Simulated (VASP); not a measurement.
# AlN (F-43m) in VASP: a series of runs

Runs on AlN. Level: LDA. Tasks: single point, relaxation of cell and atoms.

Everything below comes from runs of VASP 6.6.1. Logs are shortened: lines on timing, memory, paths and dates and some standing lists are left out, and cuts for length are marked.

## Step 1: The cell of the first run

Symmetry: F-43m, No. 216, cubic system. The conventional cell has a = 4.342 Å, b = 4.342 Å, c = 4.342 Å, α = 90.00°, β = 90.00°, γ = 90.00°. Within 2.5 Å of Al (site symmetry -43m) lie 4 N at 1.88 Å. Within 2.5 Å of N (site symmetry -43m) lie 4 Al at 1.88 Å.

## Step 2: Single point, LDA

INCAR

```
SYSTEM = AlN
PREC = Accurate
ENCUT = 520
EDIFF = 1E-7
ISMEAR = 0
SIGMA = 0.01
LREAL = .FALSE.
LASPH = .TRUE.
NELM = 100
ALGO = Normal
ISIF = 2
LWAVE = .FALSE.
LCHARG = .FALSE.
NBANDS = 11
```

KPOINTS

```
Automatic mesh
0
G
  10 10 10
  0 0 0
```

POSCAR

```
AlN
1.0
    0.0000000000      2.1711406873      2.1711406873
    2.1711406873      0.0000000000      2.1711406873
    2.1711406873      2.1711406873      0.0000000000
Al N
1 1
Direct
    0.0000000000      0.0000000000      0.0000000000
    0.7500000000      0.7500000000      0.7500000000
```

Potentials or basis: VASP PAW LDA potentials, release 64 (Al, N).

Run with:

```console
$ cat potpaw_LDA.64/Al/POTCAR potpaw_LDA.64/N/POTCAR > POTCAR
$ mpirun -np 1 vasp_std > vasp.out
```

OUTCAR:

```text
SYSTEM = AlN
   PREC = Accurate
   ENCUT = 520
   EDIFF = 1E-7
   ISMEAR = 0
   LREAL = .FALSE.
   LASPH = .TRUE.
   NELM = 100
   ISIF = 2

 ion  position               nearest neighbor table
   1  0.000  0.000  0.000-   2 1.88   2 1.88   2 1.88   2 1.88
   2  0.750  0.750  0.750-   1 1.88   1 1.88   1 1.88   1 1.88

  LATTYP: Found a face centered cubic cell.
 ALAT       =     4.3422813746

  Lattice vectors:

 A1 = (   0.0000000000,   2.1711406873,   2.1711406873)
 A2 = (   2.1711406873,   0.0000000000,   2.1711406873)
 A3 = (   2.1711406873,   2.1711406873,   0.0000000000)

Analysis of symmetry for initial positions (statically):
=====================================================================
 Subroutine PRICEL returns:
 Original cell was already a primitive cell.

 Routine SETGRP: Setting up the symmetry group for a
 face centered cubic supercell.

 Subroutine GETGRP returns: Found 24 space group operations
 (whereof 24 operations were pure point group operations)
 out of a pool of 48 trial point group operations.

The static configuration has the point symmetry T_d .

Analysis of symmetry for dynamics (positions and initial velocities):
=====================================================================
 Subroutine PRICEL returns:
 Original cell was already a primitive cell.

 Routine SETGRP: Setting up the symmetry group for a
 face centered cubic supercell.

 Subroutine GETGRP returns: Found 24 space group operations
 (whereof 24 operations were pure point group operations)
 out of a pool of 48 trial point group operations.

The dynamic configuration has the point symmetry T_d .

 Subroutine INISYM returns: Found 24 space group operations
 (whereof 24 operations are pure point group operations),
 and found     1 'primitive' translations

----------------------------------------------------------------------------------------

                                     Primitive cell

  volume of cell :      20.4689

  direct lattice vectors                    reciprocal lattice vectors
     0.000000000  2.171140687  2.171140687    -0.230293690  0.230293690  0.230293690
     2.171140687  0.000000000  2.171140687     0.230293690 -0.230293690  0.230293690
     2.171140687  2.171140687  0.000000000     0.230293690  0.230293690 -0.230293690

  length of vectors
     3.070456606  3.070456606  3.070456606     0.398880371  0.398880371  0.398880371

  position of ions in fractional coordinates (direct lattice)
     0.000000000  0.000000000  0.000000000
     0.750000000  0.750000000  0.750000000

  ion indices of the primitive-cell ions
   primitive index   ion index
                 1           1
                 2           2

----------------------------------------------------------------------------------------

 KPOINTS: Automatic mesh

Automatic generation of k-mesh.
 Grid dimensions read from file:
 generate k-points for:   10   10   10

 Generating k-lattice:

  Cartesian coordinates                     Fractional coordinates (reciprocal lattice)
    -0.023029369  0.023029369  0.023029369     0.100000000  0.000000000  0.000000000
     0.023029369 -0.023029369  0.023029369     0.000000000  0.100000000  0.000000000
     0.023029369  0.023029369 -0.023029369     0.000000000  0.000000000  0.100000000

  Length of vectors
     0.039888037  0.039888037  0.039888037

  Shift w.r.t. Gamma in fractional coordinates (k-lattice)
     0.000000000  0.000000000  0.000000000

 Subroutine IBZKPT returns following result:
 ===========================================

 Found     47 irreducible k-points:

 Following reciprocal coordinates:
            Coordinates               Weight
  0.000000  0.000000  0.000000      1.000000
  0.100000  0.000000  0.000000      8.000000
  0.200000  0.000000  0.000000      8.000000
  0.300000  0.000000  0.000000      8.000000
  0.400000  0.000000  0.000000      8.000000
  0.500000  0.000000  0.000000      4.000000
[... 16 lines left out ...]
  0.300000  0.300000  0.000000      6.000000
  0.400000  0.300000  0.000000     24.000000
 [... further k-points ...]
   k-points           NKPTS =     47   k-points in BZ     NKDIM =     47   number of bands    NBANDS=     11
   number of dos      NEDOS =    301   number of ions     NIONS =      2
   total plane-waves  NPLWV =  13824
   dimension x,y,z NGX =    24 NGY =   24 NGZ =   24
   dimension x,y,z NGXF=    48 NGYF=   48 NGZF=   48
   ions per type =               1   1
   NGX,Y,Z   is equivalent  to a cutoff of  12.99, 12.99, 12.99 a.u.
   NGXF,Y,Z  is equivalent  to a cutoff of  25.99, 25.99, 25.99 a.u.
 SYSTEM =  AlN
   PREC   = accura    normal or accurate (medium, high low for compatibility)
   ISTART =      0    job   : 0-new  1-cont  2-samecut
   ICHARG =      2    charge: 1-file 2-atom 10-const
   ISPIN  =      1    spin polarized calculation?
   LNONCOLLINEAR =      F non collinear calculations
   LSORBIT =      F    spin-orbit coupling
   LASPH  =      T    aspherical Exc in radial PAW
   ENCUT  =  520.0 eV  38.22 Ry    6.18 a.u.   5.71  5.71  5.71*2*pi/ulx,y,z
   NELM   =    100;   NELMIN=  2; NELMDL= -5     # of ELM steps
   EDIFF  = 0.1E-06   stopping-criterion for ELM
   LREAL  =      F    real-space projection
   EDIFFG = 0.1E-05   stopping-criterion for IOM
   NSW    =      0    number of steps for IOM
   IBRION =     -1    ionic relax: 0-MD 1-quasi-New 2-CG
   NFREE  =      0    steps in history (QN), initial steepest desc. (CG)
   ISIF   =      2    stress and relaxation
   ISYM   =      2    0-nonsym 1-usesym 2-fastsym
   POTIM  = 0.5000    time-step for ionic-motion
   TEBEG  =    0.0;   TEEND  =   0.0 temperature during run
   PSTRESS=    0.0 pullay stress
   NELECT =       8.0000    total number of electrons
   NUPDOWN=      -1.0000    fix difference up-down
   EMIN   =  10.00;   EMAX   =-10.00  energy-range for DOS
   EFERMI =   0.00;   METHOD = LEGACY
   ISMEAR =     0;   SIGMA  =   0.01  broadening in eV -4-tet -1-fermi 0-gaus
   EFERMI_NEDOS =   21; number of points for ismear=-14 and -15
   IALGO  =     38    algorithm
   IMIX   =      4    mixing-type and parameters
     AMIX     =   0.40;   BMIX     =  1.00
     AMIX_MAG =   1.60;   BMIX_MAG =  1.00
  volume/ion in A,a.u.               =      10.23        69.07
  Fermi-wavevector in a.u.,A,eV,Ry     =   1.196943  2.261895 19.492699  1.432673
  Thomas-Fermi vector in A             =   2.332871
   LORBIT       =      0    0 simple, 1 ext, 2 COOP (PROOUT), +10 PAW based schemes
   GGA     = CA    functional components
   LHFCALC =     F    Hartree Fock is set to
   AEXX    =    0.0000 exact exchange contribution
   IVDW    =     0    specifies the selected vdW correction
   LEPSILON=     F    determine dielectric tensor
   LRPA    =     F    only Hartree local field effects (RPA)
 non-spin polarized calculation
 Gauss-broadening in eV      SIGMA  =   0.01
  energy-cutoff  :      520.00
  volume of cell :       20.47
 maximum number of plane-waves:       568
   NGX = 11   NGY = 11   NGZ = 11

 number of electron       8.0000000 magnetization

 Free energy of the ion-electron system (eV)
  ---------------------------------------------------
  ext. energy  EPLUGINS =         0.00000000
  ---------------------------------------------------
  free energy    TOTEN  =       -16.37544832 eV

  energy without entropy =      -16.37544832  energy(sigma->0) =      -16.37544832

 E-fermi :   5.9609     XC(G=0): -11.3436

 val. band max:        5.8769651489   @ k =   0.0000   0.0000   0.0000
 cond. band min:       9.1075537950   @ k =   0.5000   0.5000   0.0000
 fundamental gap:      3.2305886461
 Fermi energy:         5.9609490737

 k-point     1 :       0.0000    0.0000    0.0000
  band No.  band energies     occupation
      1      -9.0502      2.00000
      2       5.8770      2.00000
      3       5.8770      2.00000
      4       5.8770      2.00000
      5      10.2704      0.00000
      6      18.3849      0.00000
      7      18.3849      0.00000
      8      18.3849      0.00000
      9      23.5409      0.00000
     10      23.5409      0.00000
     11      24.9600      0.00000

 k-point     2 :       0.1000    0.0000    0.0000
  band No.  band energies     occupation
      1      -8.8976      2.00000
      2       5.0708      2.00000
      3       5.8245      2.00000
      4       5.8245      2.00000
      5      10.9091      0.00000
      6      18.0030      0.00000
      7      18.5200      0.00000
      8      18.5200      0.00000
      9      22.2744      0.00000
     10      22.2744      0.00000
     11      24.1590      0.00000

 k-point     3 :       0.2000    0.0000    0.0000
  band No.  band energies     occupation
      1      -8.4618      2.00000
      2       3.4490      2.00000
      3       5.6936      2.00000
      4       5.6936      2.00000
      5      11.9995      0.00000
      6      17.2194      0.00000
      7      18.4468      0.00000
      8      18.4468      0.00000
      9      21.7386      0.00000
     10      21.7386      0.00000
     11      23.2969      0.00000

 k-point     4 :       0.3000    0.0000    0.0000
  band No.  band energies     occupation
      1      -7.8234      2.00000
      2       1.7630      2.00000
      3       5.5439      2.00000
      4       5.5439      2.00000
      5      12.8015      0.00000
      6      16.4833      0.00000
      7      17.7761      0.00000
      8      17.7761      0.00000
      9      22.8043      0.00000
     10      22.8043      0.00000
     11      23.1172      0.00000

 k-point     5 :       0.4000    0.0000    0.0000
  band No.  band energies     occupation
      1      -7.1753      2.00000
      2       0.4286      2.00000
      3       5.4312      2.00000
      4       5.4312      2.00000
      5      13.1953      0.00000
      6      15.9611      0.00000
      7      17.1712      0.00000
      8      17.1712      0.00000
      9      23.5366      0.00000
     10      24.6362      0.00000
     11      24.6362      0.00000
[... 211 lines left out ...]
 k-point    21 :      -0.3000    0.2000    0.0000
  band No.  band energies     occupation
      1      -7.0136      2.00000
      2       1.1966      2.00000
      3       3.6315      2.00000
      4       5.3494      2.00000
      5      13.7468      0.00000
      6      14.9756      0.00000
      7      17.6601      0.00000
      8      18.1278      0.00000
      9      22.2349      0.00000
     10      24.5479      0.00000
     11      27.2256      0.00000

 k-point    22 :      -0.2000    0.2000    0.0000
  band No.  band energies     occupation
      1      -7.6136      2.00000
      2       2.0810      2.00000
      3       4.1429      2.00000
      4       5.6204      2.00000
      5      13.5187      0.00000
      6      15.8131      0.00000
      7      17.2550      0.00000
      8      18.3173      0.00000
      9      20.8070      0.00000
     10      24.2686      0.00000
     11      27.2603      0.00000

 k-point    23 :       0.3000    0.3000    0.0000
  band No.  band energies     occupation
      1      -7.4276      2.00000
      2       2.3378      2.00000
      3       4.6095      2.00000
      4       4.6095      2.00000
      5      11.1797      0.00000
      6      15.4956      0.00000
      7      17.8109      0.00000
      8      20.3514      0.00000
      9      20.3514      0.00000
     10      26.2521      0.00000
     11      29.8018      0.00000

 k-point    24 :       0.4000    0.3000    0.0000
  band No.  band energies     occupation
      1      -6.9326      2.00000
      2       1.6740      2.00000
      3       4.1346      2.00000
      4       4.4430      2.00000
      5      10.7392      0.00000
      6      15.3294      0.00000
      7      18.1864      0.00000
      8      20.4365      0.00000
      9      20.9524      0.00000
     10      27.1693      0.00000
     11      29.5809      0.00000

 [... further k-points ...]
[... 5 lines left out ...]
  --------------------------------------------------------------------------------------
  -------------------------------------------------------------------------------------
  Total        0.0804722      0.0804722      0.0804722      0.0000000      0.0000000      0.0000000
  in kB        6.2988696      6.2988696      6.2988696      0.0000000      0.0000000      0.0000000
  external PRESSURE =       6.2988696 kB  Pullay stress =       0.0000000 kB

 VOLUME and BASIS-vectors are now :
 -----------------------------------------------------------------------------
  energy-cutoff  :      520.00
  volume of cell :       20.47
      direct lattice vectors                 reciprocal lattice vectors
     0.000000000  2.171140687  2.171140687    -0.230293690  0.230293690  0.230293690
     2.171140687  0.000000000  2.171140687     0.230293690 -0.230293690  0.230293690
     2.171140687  2.171140687  0.000000000     0.230293690  0.230293690 -0.230293690

 POSITION                                       TOTAL-FORCE (eV/Angst)
 -----------------------------------------------------------------------------------
      0.00000      0.00000      0.00000         0.000000      0.000000      0.000000
      3.25671      3.25671      3.25671        -0.000000     -0.000000     -0.000000
 -----------------------------------------------------------------------------------
    total drift:                                0.000000      0.000000      0.000000

  FREE ENERGIE OF THE ION-ELECTRON SYSTEM (eV)
  ---------------------------------------------------
  free  energy   TOTEN  =       -16.3754483158 eV

  energy  without entropy=      -16.3754483158  energy(sigma->0) =      -16.37544832
```

Wall time 22 s (1 thread of AMD EPYC 7R13, shared host); peak memory 0.1 GiB.

What came out:

```yaml
Free_energy: -16.3754 eV
Pressure: 0.6 GPa
Band_gap_on_the_k_mesh: 3.23 eV, indirect (least direct gap 4.39 eV)
```

Levels at points of the mesh, in eV from the valence-band top:
| k point | band 2 | band 3 | band 4 | band 5 | band 6 | band 7 |
| --- | --- | --- | --- | --- | --- | --- |
| (0.00, 0.00, 0.00) | 0.00 | 0.00 | 0.00 | 4.39 | 12.51 | 12.51 |
| (0.50, 0.00, 0.00) | -5.98 | -0.49 | -0.49 | 7.43 | 9.89 | 11.07 |
| (0.50, 0.50, 0.00) | -5.01 | -1.81 | -1.81 | 3.23 | 8.52 | 13.99 |

## Step 3: Relaxation of cell and atoms, LDA

INCAR

```
PREC = Accurate ; ENCUT = 600
EDIFF = 1E-6 ; ISMEAR = 0
SIGMA = 0.01 ; LREAL = False
LASPH = True ; NELM = 100
ALGO = Normal ; ISIF = 3
LWAVE = False ; LCHARG = False
GGA = CA ; IBRION = 2
NSW = 80 ; EDIFFG = -0.001
```

KPOINTS

```
regular mesh
0
Gamma
  10 10 10
```

POSCAR is that of step 2.

Potentials or basis: VASP PAW LDA potentials, release 64 (Al, N).

Run with:

```console
$ cat potpaw_LDA.64/Al/POTCAR potpaw_LDA.64/N/POTCAR > POTCAR
$ mpirun -np 1 vasp_std > vasp.out
```

It took 44 s on 1 thread of AMD EPYC 7R13, shared host; peak memory 0.11 GiB.

Results (log left out):

- Free energy: -16.3761 eV
- Relaxed volume: 10.26 Å³/atom
- Relaxed cell: a = 3.073 Å, b = 3.073 Å, c = 3.073 Å, α = 60.00°, β = 60.00°, γ = 60.00°
- Space group after relaxing (to 0.05 Å): F-43m (No. 216)
- Energy gained by relaxing: 0.0 meV/atom
- Ionic steps: 3
- Pressure after relaxing: 0.0 GPa
- Band gap on the k mesh: 3.23 eV, indirect (least direct gap 4.37 eV)

Final structure:
```yaml
crystal:
  lattice:
    - [0.00000, 2.17305, 2.17305]
    - [2.17305, 0.00000, 2.17305]
    - [2.17305, 2.17305, 0.00000]
  atoms:
    - { symbol: Al, position: [0.00000, 0.00000, 0.00000] }
    - { symbol: N, position: [0.75000, 0.75000, 0.75000] }
```

Levels at points of the mesh, in eV from the valence-band top:
```tsv
k point	band 1	band 2	band 3	band 4	band 5	band 6	band 7	band 8
(0.00, 0.00, 0.00)	-14.91	0.00	0.00	0.00	4.37	12.48	12.48	12.48
(0.50, 0.00, 0.00)	-12.75	-5.97	-0.49	-0.49	7.41	9.87	11.06	11.06
(0.50, 0.50, 0.00)	-12.07	-5.00	-1.81	-1.81	3.23	8.50	13.95	15.67
```

A k mesh can miss the band edges. Expect the measured gap to be larger: semilocal functionals such as LDA lack the derivative discontinuity.

## Step 4: Relaxation of cell and atoms, LDA

This run uses another cell than the first one, of 10.42 Å³/atom, 1.018 times its volume.

INCAR

```
PREC = Accurate
ENCUT = 600
EDIFF = 1E-7
ISMEAR = 0
SIGMA = 0.02
LREAL = F
LASPH = T
NELM = 80
ALGO = Normal
ISIF = 3
LWAVE = F
LCHARG = F
IBRION = 2
NSW = 100
EDIFFG = -0.005
```

KPOINTS is that of step 3.

POSCAR

```
AlN
1.0
    0.0000000000      2.1839935596      2.1839935596
    2.1839935596      0.0000000000      2.1839935596
    2.1839935596      2.1839935596      0.0000000000
Al N
1 1
Direct
    0.0000000000      0.0000000000      0.0000000000
    0.7500000000      0.7500000000      0.7500000000
```

Run with:

```console
$ cat potpaw_LDA.64/Al/POTCAR potpaw_LDA.64/N/POTCAR > POTCAR
$ mpirun -np 1 vasp_std > vasp.out
```

It took 56 s on 1 thread of AMD EPYC 7R13, shared host; peak memory 0.11 GiB.

It converged, with:

* Free energy: -16.3765 eV
* Relaxed volume: 10.26 Å³/atom
* Relaxed cell: a = 3.073 Å, b = 3.073 Å, c = 3.073 Å, α = 60.00°, β = 60.00°, γ = 60.00°
* Space group after relaxing (to 0.05 Å): F-43m (No. 216)
* Energy gained by relaxing: 1.5 meV/atom
* Ionic steps: 3
* Pressure after relaxing: 0.0 GPa
* Band gap on the k mesh: 3.23 eV, indirect (least direct gap 4.37 eV)

Step by step:
```tsv
step	energy change (eV)	largest force (eV/Å)	pressure (GPa)	volume (Å³)
1	0.0000	0.0000	-3.11	20.83
2	-0.0003	0.0000	3.10	20.23
3	-0.0031	0.0000	-0.01	20.52
```

Final structure:
```xyz
2
Lattice="0.0000 2.1730 2.1730 2.1730 0.0000 2.1730 2.1730 2.1730 0.0000" Properties=species:S:1:pos:R:3 pbc="T T T"
Al    0.0000    0.0000    0.0000
N     3.2595    3.2595    3.2595
```

Levels at points of the mesh, in eV from the valence-band top:
```csv
k point,band 1,band 2,band 3,band 4,band 5,band 6,band 7,band 8
"(0.00, 0.00, 0.00)",-14.91,0.00,0.00,0.00,4.37,12.48,12.48,12.48
"(0.50, 0.00, 0.00)",-12.75,-5.97,-0.49,-0.49,7.41,9.87,11.06,11.06
"(0.50, 0.50, 0.00)",-12.07,-5.00,-1.81,-1.81,3.23,8.50,13.96,15.68
```

A k mesh can miss the band edges. As with any semilocal functional, this LDA gap is likely too small.

## Step 5: The runs side by side

```tsv
task	cell	cutoff (eV)	smearing	gap on the mesh (eV)	pressure (GPa)	relaxed volume (Å³/atom)
single point	a = 3.070 Å, angles 60.0°, 2 atoms	520	gaussian 0.01 eV	3.23	0.6	-
relaxation of cell and atoms	relaxed from a = 3.070 Å, angles 60.0°, 2 atoms	600	gaussian 0.01 eV	3.23	0.0	10.26
relaxation of cell and atoms	relaxed from a = 3.089 Å, angles 60.0°, 2 atoms	600	gaussian 0.02 eV	3.23	0.0	10.26
```

Alike in all rows: level LDA; potentials or basis VASP PAW LDA potentials, release 64 (Al, N); no spin polarisation; k mesh 10 × 10 × 10.

Total energies depend on the potentials used, so only differences within one code and one set of settings carry meaning.
